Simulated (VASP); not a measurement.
# B (P4_322) in VASP: a series of runs

Runs on B. Level: PBE. Tasks: single point.

Everything below comes from runs of VASP 6.6.1. Logs are shortened: lines on timing, memory, paths and dates and some standing lists are left out, and cuts for length are marked.

## Step 1: The cell of the first run

The structure is tetragonal, space group P4_322 (No. 95). The conventional cell has a = 6.228 Å, b = 6.228 Å, c = 3.451 Å, α = 90.00°, β = 90.00°, γ = 90.00°. B (site symmetry 1) has 3 B at 1.60 to 1.92 Å within 2.1 Å. B (site symmetry 2) has 4 B at 1.64 to 1.77 Å within 2.2 Å.

## Step 2: Single point, PBE

INCAR reads:

```
SYSTEM = B
ALGO = Normal ; EDIFF = 1E-6
ENCUT = 520 ; GGA = PE
ISIF = 2 ; ISMEAR = 0
LASPH = .True. ; LCHARG = .False.
LREAL = .False. ; LWAVE = .False.
NBANDS = 30 ; NELM = 100
PREC = Accurate ; SIGMA = 0.1
```

KPOINTS reads:

```
k-points
0
Gamma
  4 4 4
  0 0 0
```

POSCAR reads:

```
B
1.0
    6.2280482563      0.0000000000      0.0000000000
    0.0000000000      6.2280482563      0.0000000000
    0.0000000000      0.0000000000      3.4514824218
B
12
Direct
    0.1278006344      0.4109216770      0.9761624174
    0.8721993656      0.5890783230      0.4761624174
    0.5890783230      0.1278006344      0.7261624174
    0.4109216770      0.8721993656      0.2261624174
    0.8721993656      0.4109216770      0.0238375826
    0.1278006344      0.5890783230      0.5238375826
    0.4109216770      0.1278006344      0.2738375826
    0.5890783230      0.8721993656      0.7738375826
    0.6237906352      0.6237906352      0.6250000000
    0.3762093648      0.3762093648      0.1250000000
    0.3762093648      0.6237906352      0.3750000000
    0.6237906352      0.3762093648      0.8750000000
```

Potentials or basis: VASP PAW PBE potentials, release 64 (B).

On the command line:

```bash
> cat potpaw_PBE.64/B/POTCAR > POTCAR
> mpirun -np 1 vasp_std > vasp.out
```

OUTCAR:

```text
SYSTEM = B
   EDIFF = 1E-6
   ENCUT = 520
   GGA = PE
   ISIF = 2
   ISMEAR = 0
   LASPH = .True.
   LREAL = .False.
   NELM = 100
   PREC = Accurate

 ion  position               nearest neighbor table
   1  0.128  0.411  0.976-   5 1.60  10 1.64   6 1.92
   2  0.872  0.589  0.476-   6 1.60   9 1.64   5 1.92
   3  0.589  0.128  0.726-   8 1.60  12 1.64   7 1.92
   4  0.411  0.872  0.226-   7 1.60  11 1.64   8 1.92
   5  0.872  0.411  0.024-   1 1.60  12 1.64   2 1.92
   6  0.128  0.589  0.524-   2 1.60  11 1.64   1 1.92
   7  0.411  0.128  0.274-   4 1.60  10 1.64   3 1.92
   8  0.589  0.872  0.774-   3 1.60   9 1.64   4 1.92
   9  0.624  0.624  0.625-   2 1.64   8 1.64  11 1.77  12 1.77
  10  0.376  0.376  0.125-   1 1.64   7 1.64  11 1.77  12 1.77
  11  0.376  0.624  0.375-   4 1.64   6 1.64   9 1.77  10 1.77
  12  0.624  0.376  0.875-   3 1.64   5 1.64   9 1.77  10 1.77

  LATTYP: Found a simple tetragonal cell.
 ALAT       =     6.2280482563
 C/A-ratio  =     0.5541836350

  Lattice vectors:

 A1 = (   6.2280482563,   0.0000000000,   0.0000000000)
 A2 = (   0.0000000000,   6.2280482563,   0.0000000000)
 A3 = (   0.0000000000,   0.0000000000,   3.4514824218)

Analysis of symmetry for initial positions (statically):
=====================================================================
 Subroutine PRICEL returns:
 Original cell was already a primitive cell.

 Routine SETGRP: Setting up the symmetry group for a
 simple tetragonal supercell.

 Subroutine GETGRP returns: Found  8 space group operations
 (whereof  2 operations were pure point group operations)
 out of a pool of 16 trial point group operations.

The static configuration has the point symmetry C_2 .
 The point group associated with its full space group is D_4 .

Analysis of symmetry for dynamics (positions and initial velocities):
=====================================================================
 Subroutine PRICEL returns:
 Original cell was already a primitive cell.

 Routine SETGRP: Setting up the symmetry group for a
 simple tetragonal supercell.

 Subroutine GETGRP returns: Found  8 space group operations
 (whereof  2 operations were pure point group operations)
[... 122 lines left out ...]
   ISIF   =      2    stress and relaxation
   ISYM   =      2    0-nonsym 1-usesym 2-fastsym
   POTIM  = 0.5000    time-step for ionic-motion
   TEBEG  =    0.0;   TEEND  =   0.0 temperature during run
   PSTRESS=    0.0 pullay stress
   NELECT =      36.0000    total number of electrons
   NUPDOWN=      -1.0000    fix difference up-down
   EMIN   =  10.00;   EMAX   =-10.00  energy-range for DOS
   EFERMI =   0.00;   METHOD = LEGACY
   ISMEAR =     0;   SIGMA  =   0.10  broadening in eV -4-tet -1-fermi 0-gaus
   EFERMI_NEDOS =   21; number of points for ismear=-14 and -15
   IALGO  =     38    algorithm
   IMIX   =      4    mixing-type and parameters
     AMIX     =   0.40;   BMIX     =  1.00
     AMIX_MAG =   1.60;   BMIX_MAG =  1.00
  volume/ion in A,a.u.               =      11.16        75.29
  Fermi-wavevector in a.u.,A,eV,Ry     =   1.056669  1.996816 15.191588  1.116550
  Thomas-Fermi vector in A             =   2.191914
   LORBIT       =      0    0 simple, 1 ext, 2 COOP (PROOUT), +10 PAW based schemes
   GGA     = PE    functional components
   LHFCALC =     F    Hartree Fock is set to
   AEXX    =    0.0000 exact exchange contribution
   IVDW    =     0    specifies the selected vdW correction
   LEPSILON=     F    determine dielectric tensor
   LRPA    =     F    only Hartree local field effects (RPA)
 non-spin polarized calculation
 Gauss-broadening in eV      SIGMA  =   0.10
  energy-cutoff  :      520.00
  volume of cell :      133.88
 maximum number of plane-waves:      3641
 NGX is ok and might be reduce to    48
   NGX = 23   NGY = 23   NGZ = 13

 number of electron      35.9999999 magnetization

 Free energy of the ion-electron system (eV)
  ---------------------------------------------------
  ext. energy  EPLUGINS =         0.00000000
  ---------------------------------------------------
  free energy    TOTEN  =       -69.31396354 eV

  energy without entropy =      -69.29987980  energy(sigma->0) =      -69.30692167

 E-fermi :   2.1474     XC(G=0):  -9.2598

 val. band max:        2.0677970537   @ k =   0.5000   0.0000   0.2500
 cond. band min:       2.1606915750   @ k =   0.2500   0.0000   0.2500
 fundamental gap:      0.0928945213
 Fermi energy:         2.1474472694

 k-point     1 :       0.0000    0.0000    0.0000
  band No.  band energies     occupation
      1     -10.9056      2.00000
      2      -9.1007      2.00000
      3      -7.7193      2.00000
      4      -7.7193      2.00000
      5      -7.0133      2.00000
      6      -3.5638      2.00000
[... 583 lines left out ...]
     29       9.7624      0.00000
     30       9.7624      0.00000

------------------------ aborting loop because EDIFF is reached ----------------------------------------

  FORCE on cell =-STRESS in cart. coord.  units (eV):
  Direction    XX          YY          ZZ          XY          YZ          ZX
  --------------------------------------------------------------------------------------
  -------------------------------------------------------------------------------------
  Total        0.1806715      0.1806715     -0.1284328      0.0000000      0.0000000      0.0000000
  in kB        2.1621737      2.1621737     -1.5370114      0.0000000      0.0000000      0.0000000
  external PRESSURE =       0.9291120 kB  Pullay stress =       0.0000000 kB

 VOLUME and BASIS-vectors are now :
 -----------------------------------------------------------------------------
  energy-cutoff  :      520.00
  volume of cell :      133.88
      direct lattice vectors                 reciprocal lattice vectors
     6.228048256  0.000000000  0.000000000     0.160563945  0.000000000  0.000000000
     0.000000000  6.228048256  0.000000000     0.000000000  0.160563945  0.000000000
     0.000000000  0.000000000  3.451482422     0.000000000  0.000000000  0.289730579

 POSITION                                       TOTAL-FORCE (eV/Angst)
 -----------------------------------------------------------------------------------
      0.79595      2.55924      3.36921         0.016154      0.012231     -0.018675
      5.43210      3.66881      1.64347        -0.016154     -0.012231     -0.018675
      3.66881      0.79595      2.50634        -0.012231      0.016154     -0.018675
      2.55924      5.43210      0.78060         0.012231     -0.016154     -0.018675
      5.43210      2.55924      0.08227        -0.016154      0.012231      0.018675
      0.79595      3.66881      1.80802         0.016154     -0.012231      0.018675
      2.55924      0.79595      0.94515         0.012231      0.016154      0.018675
      3.66881      5.43210      2.67089        -0.012231     -0.016154      0.018675
      3.88500      3.88500      2.15718         0.015503      0.015503      0.000000
      2.34305      2.34305      0.43144        -0.015503     -0.015503      0.000000
      2.34305      3.88500      1.29431        -0.015503      0.015503     -0.000000
      3.88500      2.34305      3.02005         0.015503     -0.015503      0.000000
 -----------------------------------------------------------------------------------
    total drift:                                0.000000     -0.000000      0.000000

  FREE ENERGIE OF THE ION-ELECTRON SYSTEM (eV)
  ---------------------------------------------------
  free  energy   TOTEN  =       -69.3139635411 eV

  energy  without entropy=      -69.2998797983  energy(sigma->0) =      -69.30692167
```

OSZICAR:

```text
N       E                     dE             d eps       ncg     rms          rms(c)
DAV:   1     0.881810519024E+02    0.88181E+02   -0.15565E+04  1080   0.104E+03
DAV:   2    -0.664137472132E+02   -0.15459E+03   -0.14445E+03  1404   0.197E+02
DAV:   3    -0.746620170332E+02   -0.82483E+01   -0.80743E+01  1392   0.415E+01
DAV:   4    -0.748009702648E+02   -0.13895E+00   -0.13832E+00  1336   0.561E+00
DAV:   5    -0.748042670247E+02   -0.32968E-02   -0.32954E-02  1476   0.822E-01    0.124E+01
DAV:   6    -0.705467740938E+02    0.42575E+01   -0.74203E+00  1210   0.109E+01    0.668E+00
DAV:   7    -0.694737337644E+02    0.10730E+01   -0.19417E+00  1268   0.635E+00    0.294E+00
DAV:   8    -0.692967157949E+02    0.17702E+00   -0.77546E-01  1324   0.350E+00    0.732E-01
DAV:   9    -0.693073818301E+02   -0.10666E-01   -0.45061E-02  1324   0.989E-01    0.302E-01
DAV:  10    -0.693126167738E+02   -0.52349E-02   -0.69416E-03  1288   0.408E-01    0.792E-02
DAV:  11    -0.693136600258E+02   -0.10433E-02   -0.13161E-03  1274   0.156E-01    0.388E-02
DAV:  12    -0.693139434674E+02   -0.28344E-03   -0.26071E-04  1304   0.712E-02    0.963E-03
DAV:  13    -0.693139609502E+02   -0.17483E-04   -0.18204E-05  1332   0.210E-02    0.323E-03
DAV:  14    -0.693139633800E+02   -0.24298E-05   -0.18504E-06  1150   0.692E-03    0.125E-03
DAV:  15    -0.693139635411E+02   -0.16107E-06   -0.36599E-07   908   0.355E-03
   1 F= -.69313964E+02 E0= -.69306922E+02  d E =-.140837E-01
```

Wall time 58 s (1 thread of Intel Xeon Platinum 8259CL at 2.50GHz (Skylake/Cascade Lake), shared host); peak memory 0.24 GiB.

What came out:

| Property | Result |
| --- | --- |
| Free energy | -69.3140 eV |
| Pressure | 0.1 GPa |
| Largest force | 0.028 eV/Å |
| Band gap on the k mesh | zero (band 18 reaches 3.09 eV, above the bottom of band 19 at 1.25 eV) |

Forces in eV/Å, atoms in the order of the input:
```
B    0.016  0.012 -0.019
B   -0.016 -0.012 -0.019
B   -0.012  0.016 -0.019
B    0.012 -0.016 -0.019
B   -0.016  0.012  0.019
B    0.016 -0.012  0.019
B    0.012  0.016  0.019
B   -0.012 -0.016  0.019
B    0.016  0.016  0.000
B   -0.016 -0.016  0.000
B   -0.016  0.016  0.000
B    0.016 -0.016  0.000
```

Stress tensor (GPa, compression positive):
```
 0.22  0.00  0.00
 0.00  0.22  0.00
 0.00  0.00 -0.15
```

Levels at points of the mesh, in eV from the Fermi level:
| k point | band 16 | band 17 | band 18 | band 19 | band 20 | band 21 |
| --- | --- | --- | --- | --- | --- | --- |
| (0.00, 0.00, 0.00) | -0.73 | -0.72 | -0.72 | -0.42 | 1.25 | 1.84 |
| (0.50, 0.00, 0.00) | -1.03 | -0.77 | -0.18 | 0.66 | 0.95 | 1.29 |
| (0.50, 0.50, 0.00) | -1.79 | -0.91 | 0.94 | 0.95 | 0.95 | 1.69 |
| (0.00, 0.00, 0.50) | -2.12 | -1.07 | -1.07 | -0.90 | -0.90 | 3.32 |
| (0.50, 0.00, 0.50) | -1.97 | -1.36 | -1.36 | 0.97 | 0.97 | 1.45 |
| (0.50, 0.50, 0.50) | -2.96 | -0.80 | -0.80 | 1.42 | 1.42 | 1.48 |

Caveat: the k points lie up to 0.46 Å⁻¹ apart.

## Step 3: Single point, PBE

INCAR reads:

```
SYSTEM = B
PREC     = Accurate       ! precision mode
ENCUT    = 520            ! plane-wave cutoff, eV
EDIFF    = 1E-6           ! SCF threshold, eV
ISMEAR   = 0              ! smearing method
SIGMA    = 0.1            ! smearing width, eV
LREAL    = .False.        ! projectors in reciprocal space
LASPH    = .True.         ! aspherical terms in the spheres
NELM     = 60             ! most SCF steps
ALGO     = Normal         ! electronic algorithm
ISIF     = 2              ! what is computed and relaxed
LWAVE    = .False.        ! write WAVECAR
LCHARG   = .True.         ! write CHGCAR
GGA      = PE             ! functional
LELF     = .True.         ! ELF
LVHAR    = .True.       
NBANDS   = 30             ! bands
```

KPOINTS reads:

```
Automatic mesh
0
Gamma
  4 4 6
  0 0 0
```

POSCAR reads:

```
B
1.0
    6.2389116629      0.0000000000      0.0000000000
    0.0000000000      6.2389116629      0.0000000000
    0.0000000000      0.0000000000      3.4349988113
B
12
Direct
    0.1276161920      0.4101320638      0.9762108212
    0.8723838080      0.5898679362      0.4762108212
    0.5898679362      0.1276161920      0.7262108212
    0.4101320638      0.8723838080      0.2262108212
    0.8723838080      0.4101320638      0.0237891788
    0.1276161920      0.5898679362      0.5237891788
    0.4101320638      0.1276161920      0.2737891788
    0.5898679362      0.8723838080      0.7737891788
    0.6242308898      0.6242308898      0.6250000000
    0.3757691102      0.3757691102      0.1250000000
    0.3757691102      0.6242308898      0.3750000000
    0.6242308898      0.3757691102      0.8750000000
```

Potentials or basis: VASP PAW PBE potentials, release 64 (B).

On the command line:

```bash
> cat potpaw_PBE.64/B/POTCAR > POTCAR
> mpirun -np 1 vasp_std > vasp.out
```

It took 79 s on 1 thread of Intel Xeon Platinum 8259CL at 2.50GHz (Skylake/Cascade Lake), shared host; peak memory 0.25 GiB.

The run converged. Its results:

| Property | Result |
| --- | --- |
| Free energy | -69.2614 eV |
| Pressure | 0.1 GPa |
| Largest force | 0.048 eV/Å |
| Band gap on the k mesh | zero (band 18 reaches 3.11 eV, above the bottom of band 19 at 1.23 eV) |

Forces in eV/Å, atoms in the order of the input:
```
B   -0.030 -0.016  0.026
B    0.030  0.016  0.026
B    0.016 -0.030  0.026
B   -0.016  0.030  0.026
B    0.030 -0.016 -0.026
B   -0.030  0.016 -0.026
B   -0.016 -0.030 -0.026
B    0.016  0.030 -0.026
B    0.034  0.034  0.000
B   -0.034 -0.034  0.000
B   -0.034  0.034  0.000
B    0.034 -0.034  0.000
```

Stress tensor (GPa, compression positive):
```
 0.13  0.00  0.00
 0.00  0.13  0.00
 0.00  0.00 -0.01
```

Levels at points of the mesh, in eV from the Fermi level:
```csv
k point,band 14,band 15,band 16,band 17,band 18,band 19,band 20,band 21,band 22,band 23
"(0.00, 0.00, 0.00)",-1.11,-1.11,-0.60,-0.60,-0.59,-0.36,1.38,1.98,1.98,2.05
"(0.50, 0.00, 0.00)",-1.83,-1.21,-0.92,-0.64,-0.07,0.73,1.04,1.45,1.97,3.04
"(0.50, 0.50, 0.00)",-2.27,-1.65,-1.65,-0.79,1.04,1.04,1.11,1.85,2.75,3.06
"(0.00, 0.00, 0.50)",-2.43,-2.05,-2.05,-1.00,-1.00,-0.84,-0.84,3.38,3.38,3.69
"(0.50, 0.00, 0.50)",-3.15,-1.90,-1.90,-1.29,-1.29,1.04,1.04,1.51,1.51,3.93
"(0.50, 0.50, 0.50)",-3.44,-2.89,-2.89,-0.73,-0.73,1.49,1.49,1.54,1.54,2.84
```
